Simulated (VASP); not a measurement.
A run of VASP 6.6.1 is set up as follows.

INCAR

```
SYSTEM = YTl
PREC     = Accurate       ! precision mode
ENCUT    = 600            ! plane-wave cutoff, eV
EDIFF    = 1E-6           ! SCF threshold, eV
ISMEAR   = -1             ! smearing method
SIGMA    = 0.1            ! smearing width, eV
LREAL    = .False.        ! projectors in reciprocal space
LASPH    = .True.         ! aspherical terms in the spheres
NELM     = 80             ! most SCF steps
ALGO     = Normal         ! electronic algorithm
ISIF     = 3              ! what is computed and relaxed
LWAVE    = .False.        ! write WAVECAR
LCHARG   = .False.        ! write CHGCAR
GGA      = CA             ! functional
IBRION   = 2              ! ionic algorithm
NSW      = 80             ! ionic steps
EDIFFG   = -0.01          ! ionic threshold
PSTRESS  = 20.0
```

File KPOINTS:

```
Automatic mesh
0
Gamma
  9 9 9
  0 0 0
```

The input POSCAR:

```
YTl
1.0
    3.7510000000      0.0000000000      0.0000000000
    0.0000000000      3.7510000000      0.0000000000
    0.0000000000      0.0000000000      3.7510000000
Y Tl
1 1
Direct
    0.5000000000      0.5000000000      0.5000000000
    0.0000000000      0.0000000000      0.0000000000
```

Potentials or basis: VASP PAW LDA potentials, release 64 (Y_sv, Tl_d).

Command:

```console
$ cat potpaw_LDA.64/Y_sv/POTCAR potpaw_LDA.64/Tl_d/POTCAR > POTCAR
$ mpirun -np 1 vasp_std > vasp.out
```

Q: What does it give for the band gap on the k mesh?

A: Zero (bands 12 and 13 overlap by 2.01 eV).

Q: What does it give for the space group after relaxing (to 0.1 Å)?

A: Pm-3m (No. 221).

Q: Predict the relaxed volume.

A: 24.58 Å³/atom.

Q: Estimate the relaxed cell.

A: a = 3.663 Å, b = 3.663 Å, c = 3.663 Å, α = 90.00°, β = 90.00°, γ = 90.00°.

Final structure:
```xyz
2
Lattice="3.6634 0.0000 0.0000 0.0000 3.6634 0.0000 0.0000 0.0000 3.6634" Properties=species:S:1:pos:R:3 pbc="T T T"
Y     1.8317    1.8317    1.8317
Tl    0.0000    0.0000    0.0000
```

Caveat: the cell is relaxed towards a set pressure, so the run minimises the enthalpy, not the energy; spin-orbit coupling is left out, which moves the levels of the heavy elements. LDA usually gives volumes a few per cent too small.
